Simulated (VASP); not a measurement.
# NaB4 (P3m1) in VASP: single point with PBE

Aim: the single point of NaB4 with PBE.

Everything below comes from runs of VASP 6.6.1. Logs are shortened: lines on timing, memory, paths and dates and some standing lists are left out, and cuts for length are marked.

### Step 1. The cell of the first run

It takes space group P3m1 (No. 156, trigonal). The conventional cell has a = 3.360 Å, b = 3.360 Å, c = 5.578 Å, α = 90.00°, β = 90.00°, γ = 120.00°. Na (site symmetry 3m) has 21 B at 2.77 to 3.83 Å and 6 Na at 3.36 Å within 3.9 Å. Within 2.2 Å of B (site symmetry m) lie 6 B at 1.68 to 1.89 Å. Within 2.5 Å of B (site symmetry 3m) lie 6 B at 1.89 Å.

The cell was built from a structure type or drawn by symmetry, and may not be a known phase.

### Step 2. Single point, PBE

Contents of INCAR:

```
SYSTEM = NaB4
  PREC = Accurate
  ENCUT = 500
  EDIFF = 1E-6
  ISMEAR = 0
  SIGMA = 0.2
  LREAL = .False.
  LASPH = .True.
  NELM = 120
  ALGO = Normal
  ISIF = 2
  LWAVE = .False.
  LCHARG = .True.
  GGA = PE
  LELF = .True.
  LVHAR = .True.
  NBANDS = 18
  GGA_COMPAT = .False.
```

Contents of KPOINTS:

```
Automatic mesh
0
Gamma
  5 5 3
  0 0 0
```

Contents of POSCAR:

```
NaB4
1.0
    3.3597806534     -0.0000000028      0.0000000000
   -1.6798903243      2.9096553983      0.0000000000
    0.0000000000      0.0000000000      5.5780511069
Na B
1 4
Direct
    0.0000000000      0.0000000000      0.9727147870
    0.8333715704      0.1666284296      0.4637395899
    0.8333715704      0.6667431408      0.4637395899
    0.3332568592      0.1666284296      0.4637395899
    0.3333333333      0.6666666667      0.6181747132
```

Potentials or basis: VASP PAW PBE potentials, release 64 (Na_pv, B).

The run is started by

```console
> cat potpaw_PBE.64/Na_pv/POTCAR potpaw_PBE.64/B/POTCAR > POTCAR
> mpirun -np 1 vasp_std > vasp.out
```

OUTCAR:

```text
SYSTEM = NaB4
   PREC = Accurate
   ENCUT = 500
   EDIFF = 1E-6
   ISMEAR = 0
   LREAL = .False.
   LASPH = .True.
   NELM = 120
   ISIF = 2
   GGA = PE

 ion  position               nearest neighbor table
   1  0.000  0.000  0.973-
   2  0.833  0.167  0.464-   3 1.68   4 1.68   3 1.68   4 1.68   5 1.89   5 1.89
   3  0.833  0.667  0.464-   4 1.68   2 1.68   4 1.68   2 1.68   5 1.89   5 1.89
   4  0.333  0.167  0.464-   3 1.68   2 1.68   3 1.68   2 1.68   5 1.89   5 1.89
   5  0.333  0.667  0.618-   4 1.89   3 1.89   2 1.89   2 1.89   4 1.89   3 1.89

  LATTYP: Found a hexagonal cell.
 ALAT       =     3.3597806534
 C/A-ratio  =     1.6602426415

  Lattice vectors:

 A1 = (   3.3597806534,  -0.0000000028,   0.0000000000)
 A2 = (  -1.6798903243,   2.9096553983,   0.0000000000)
 A3 = (   0.0000000000,   0.0000000000,   5.5780511069)

Analysis of symmetry for initial positions (statically):
=====================================================================
 Subroutine PRICEL returns:
 Original cell was already a primitive cell.

 Routine SETGRP: Setting up the symmetry group for a
 hexagonal supercell.

 Subroutine GETGRP returns: Found  6 space group operations
 (whereof  6 operations were pure point group operations)
 out of a pool of 24 trial point group operations.

The static configuration has the point symmetry C_3v.

Analysis of symmetry for dynamics (positions and initial velocities):
=====================================================================
 Subroutine PRICEL returns:
 Original cell was already a primitive cell.

 Routine SETGRP: Setting up the symmetry group for a
 hexagonal supercell.

 Subroutine GETGRP returns: Found  6 space group operations
 (whereof  6 operations were pure point group operations)
 out of a pool of 24 trial point group operations.

The dynamic configuration has the point symmetry C_3v.

 Subroutine INISYM returns: Found  6 space group operations
 (whereof  6 operations are pure point group operations),
 and found     1 'primitive' translations

----------------------------------------------------------------------------------------

                                     Primitive cell

  volume of cell :      54.5299

  direct lattice vectors                    reciprocal lattice vectors
     3.359780653 -0.000000003  0.000000000     0.297638478  0.171841655  0.000000000
    -1.679890324  2.909655398  0.000000000     0.000000000  0.343683311  0.000000000
     0.000000000  0.000000000  5.578051107     0.000000000  0.000000000  0.179274084

  length of vectors
     3.359780653  3.359780653  5.578051107     0.343683311  0.343683311  0.179274084

  position of ions in fractional coordinates (direct lattice)
     0.000000000  0.000000000  0.972714787
     0.833371570  0.166628430  0.463739590
     0.833371570  0.666743141  0.463739590
     0.333256859  0.166628430  0.463739590
     0.333333333  0.666666667  0.618174713

  ion indices of the primitive-cell ions
   primitive index   ion index
                 1           1
                 2           2
                 3           3
                 4           4
                 5           5

----------------------------------------------------------------------------------------

 KPOINTS: Automatic mesh

Automatic generation of k-mesh.
 Grid dimensions read from file:
 generate k-points for:    5    5    3

 Generating k-lattice:

  Cartesian coordinates                     Fractional coordinates (reciprocal lattice)
     0.059527696  0.034368331  0.000000000     0.200000000  0.000000000  0.000000000
     0.000000000  0.068736662  0.000000000    -0.000000000  0.200000000  0.000000000
     0.000000000  0.000000000  0.059758028     0.000000000  0.000000000  0.333333333

  Length of vectors
     0.068736662  0.068736662  0.059758028

  Shift w.r.t. Gamma in fractional coordinates (k-lattice)
     0.000000000  0.000000000  0.000000000

 Subroutine IBZKPT returns following result:
 ===========================================

 Found     12 irreducible k-points:

 Following reciprocal coordinates:
            Coordinates               Weight
  0.000000  0.000000  0.000000      1.000000
  0.200000  0.000000  0.000000      6.000000
  0.400000  0.000000  0.000000      6.000000
  0.200000  0.200000  0.000000      6.000000
  0.400000  0.200000  0.000000      6.000000
  0.000000  0.000000  0.333333      2.000000
  0.200000  0.000000  0.333333      6.000000
  0.000000  0.200000  0.333333      6.000000
  0.400000  0.000000  0.333333      6.000000
  0.000000  0.400000  0.333333      6.000000
  0.200000  0.200000  0.333333     12.000000
  0.400000  0.200000  0.333333     12.000000
   k-points           NKPTS =     12   k-points in BZ     NKDIM =     12   number of bands    NBANDS=     18
   number of dos      NEDOS =    301   number of ions     NIONS =      5
   total plane-waves  NPLWV =  32928
   dimension x,y,z NGX =    28 NGY =   28 NGZ =   42
   dimension x,y,z NGXF=    56 NGYF=   56 NGZF=   84
   ions per type =               1   4
   NGX,Y,Z   is equivalent  to a cutoff of  13.85, 13.85, 12.52 a.u.
   NGXF,Y,Z  is equivalent  to a cutoff of  27.71, 27.71, 25.04 a.u.
 SYSTEM =  NaB4
   PREC   = accura    normal or accurate (medium, high low for compatibility)
   ISTART =      0    job   : 0-new  1-cont  2-samecut
   ICHARG =      2    charge: 1-file 2-atom 10-const
   ISPIN  =      1    spin polarized calculation?
   LNONCOLLINEAR =      F non collinear calculations
   LSORBIT =      F    spin-orbit coupling
   LASPH  =      T    aspherical Exc in radial PAW
   ENCUT  =  500.0 eV  36.75 Ry    6.06 a.u.   6.13  6.13 10.17*2*pi/ulx,y,z
   NELM   =    120;   NELMIN=  2; NELMDL= -5     # of ELM steps
   EDIFF  = 0.1E-05   stopping-criterion for ELM
   LREAL  =      F    real-space projection
   EDIFFG = 0.1E-04   stopping-criterion for IOM
   NSW    =      0    number of steps for IOM
   IBRION =     -1    ionic relax: 0-MD 1-quasi-New 2-CG
   NFREE  =      0    steps in history (QN), initial steepest desc. (CG)
   ISIF   =      2    stress and relaxation
   ISYM   =      2    0-nonsym 1-usesym 2-fastsym
   POTIM  = 0.5000    time-step for ionic-motion
   TEBEG  =    0.0;   TEEND  =   0.0 temperature during run
   PSTRESS=    0.0 pullay stress
   NELECT =      19.0000    total number of electrons
   NUPDOWN=      -1.0000    fix difference up-down
   EMIN   =  10.00;   EMAX   =-10.00  energy-range for DOS
   EFERMI =   0.00;   METHOD = LEGACY
   ISMEAR =     0;   SIGMA  =   0.20  broadening in eV -4-tet -1-fermi 0-gaus
   EFERMI_NEDOS =   21; number of points for ismear=-14 and -15
   IALGO  =     38    algorithm
   IMIX   =      4    mixing-type and parameters
     AMIX     =   0.40;   BMIX     =  1.00
     AMIX_MAG =   1.60;   BMIX_MAG =  1.00
  volume/ion in A,a.u.               =      10.91        73.60
  Fermi-wavevector in a.u.,A,eV,Ry     =   1.151987  2.176940 18.055949  1.327075
  Thomas-Fermi vector in A             =   2.288641
   LORBIT       =      0    0 simple, 1 ext, 2 COOP (PROOUT), +10 PAW based schemes
   GGA     = PE    functional components
   LHFCALC =     F    Hartree Fock is set to
   AEXX    =    0.0000 exact exchange contribution
   IVDW    =     0    specifies the selected vdW correction
   LEPSILON=     F    determine dielectric tensor
   LRPA    =     F    only Hartree local field effects (RPA)
 non-spin polarized calculation
 Gauss-broadening in eV      SIGMA  =   0.20
  energy-cutoff  :      500.00
  volume of cell :       54.53
 maximum number of plane-waves:      1400
 NGX is ok and might be reduce to    28
   NGX = 13   NGY = 13   NGZ = 21

 number of electron      18.9999995 magnetization

 Free energy of the ion-electron system (eV)
  ---------------------------------------------------
  ext. energy  EPLUGINS =         0.00000000
  ---------------------------------------------------
  free energy    TOTEN  =       -26.12327224 eV

  energy without entropy =      -26.10075540  energy(sigma->0) =      -26.11201382

 E-fermi :   4.5182     XC(G=0):  -9.6901

 val. band max:        4.4730081795   @ k =   0.2000   0.2000   0.0000
 cond. band min:       5.1485690505   @ k =   0.2000   0.2000   0.0000
 fundamental gap:      0.6755608710
 Fermi energy:         4.5182405067

 k-point     1 :       0.0000    0.0000    0.0000
  band No.  band energies     occupation
      1     -19.8830      2.00000
      2     -19.8527      2.00000
      3     -19.8527      2.00000
      4     -12.0574      2.00000
      5      -4.1203      2.00000
      6      -3.5279      2.00000
[... 10 lines left out ...]
     17      10.9238      0.00000
     18      13.5440      0.00000

 k-point     2 :       0.2000    0.0000    0.0000
  band No.  band energies     occupation
      1     -19.8814      2.00000
      2     -19.8776      2.00000
      3     -19.8592      2.00000
      4     -11.5521      2.00000
      5      -4.9781      2.00000
      6      -3.1776      2.00000
[... 10 lines left out ...]
     17      13.2358      0.00000
     18      13.5614      0.00000

 k-point     3 :       0.4000    0.0000    0.0000
  band No.  band energies     occupation
      1     -19.9265      2.00000
      2     -19.8697      2.00000
      3     -19.8695      2.00000
      4     -10.0531      2.00000
      5      -7.6541      2.00000
      6      -3.7436      2.00000
[... 10 lines left out ...]
     17      14.4830      0.00000
     18      14.5403      0.00000

 k-point     4 :       0.2000    0.2000    0.0000
  band No.  band energies     occupation
      1     -19.9105      2.00000
      2     -19.8752      2.00000
      3     -19.8711      2.00000
      4     -10.5482      2.00000
      5      -6.1388      2.00000
      6      -5.4354      2.00000
[... 123 lines left out ...]
      4     -10.0391      2.00000
      5      -7.6468      2.00000
      6      -3.7416      2.00000
[... 10 lines left out ...]
     17      13.9096      0.00000
     18      15.0508      0.00000

 k-point    11 :       0.2000    0.2000    0.3333
  band No.  band energies     occupation
      1     -19.9104      2.00000
      2     -19.8751      2.00000
      3     -19.8721      2.00000
      4     -10.5326      2.00000
      5      -6.1331      2.00000
      6      -5.4318      2.00000
[... 10 lines left out ...]
     17      13.1337      0.00000
     18      13.6001      0.00000

 k-point    12 :       0.4000    0.2000    0.3333
  band No.  band energies     occupation
      1     -19.9241      2.00000
      2     -19.8891      2.00000
      3     -19.8678      2.00000
      4      -8.6165      2.00000
      5      -8.5260      2.00000
      6      -6.1600      2.00000
[... 10 lines left out ...]
     17      13.4746      0.00000
     18      14.8628      0.00000

------------------------ aborting loop because EDIFF is reached ----------------------------------------

  FORCE on cell =-STRESS in cart. coord.  units (eV):
  Direction    XX          YY          ZZ          XY          YZ          ZX
  --------------------------------------------------------------------------------------
  -------------------------------------------------------------------------------------
  Total       -0.0402473     -0.0402473      0.0640230      0.0000000      0.0000000     -0.0000000
  in kB       -1.1825306     -1.1825306      1.8810989      0.0000000      0.0000000     -0.0000000
  external PRESSURE =      -0.1613208 kB  Pullay stress =       0.0000000 kB

 VOLUME and BASIS-vectors are now :
 -----------------------------------------------------------------------------
  energy-cutoff  :      500.00
  volume of cell :       54.53
      direct lattice vectors                 reciprocal lattice vectors
     3.359780653 -0.000000003  0.000000000     0.297638478  0.171841655  0.000000000
    -1.679890324  2.909655398  0.000000000     0.000000000  0.343683311  0.000000000
     0.000000000  0.000000000  5.578051107     0.000000000  0.000000000  0.179274084

 POSITION                                       TOTAL-FORCE (eV/Angst)
 -----------------------------------------------------------------------------------
      0.00000      0.00000      5.42585         0.000000      0.000000      0.004013
      2.52003      0.48483      2.58676        -0.005197      0.003001     -0.001549
      1.67989      1.93999      2.58676        -0.000000     -0.006001     -0.001549
      0.83975      0.48483      2.58676         0.005197      0.003001     -0.001549
      0.00000      1.93977      3.44821         0.000000     -0.000000      0.000635
 -----------------------------------------------------------------------------------
    total drift:                               -0.000000     -0.000000     -0.000451

  FREE ENERGIE OF THE ION-ELECTRON SYSTEM (eV)
  ---------------------------------------------------
  free  energy   TOTEN  =       -26.1232722429 eV

  energy  without entropy=      -26.1007554043  energy(sigma->0) =      -26.11201382
```

Wall time 14 s (1 thread of Intel Xeon Platinum 8488C (Sapphire Rapids), shared host); peak memory 0.16 GiB.

What came out:

```yaml
Free_energy: -26.1233 eV
Pressure: 0.0 GPa
Largest_force: 0.006 eV/Å
Band_gap_on_the_k_mesh: zero (an odd number of electrons rules out a gap without spin polarisation)
```

Forces on the atoms (eV/Å):
```
Na   0.000  0.000  0.004
B   -0.005  0.003 -0.002
B    0.000 -0.006 -0.002
B    0.005  0.003 -0.002
B    0.000  0.000  0.001
```

Caveat: the k points lie up to 0.43 Å⁻¹ apart, too coarse for converged energies and pressures of a metal.
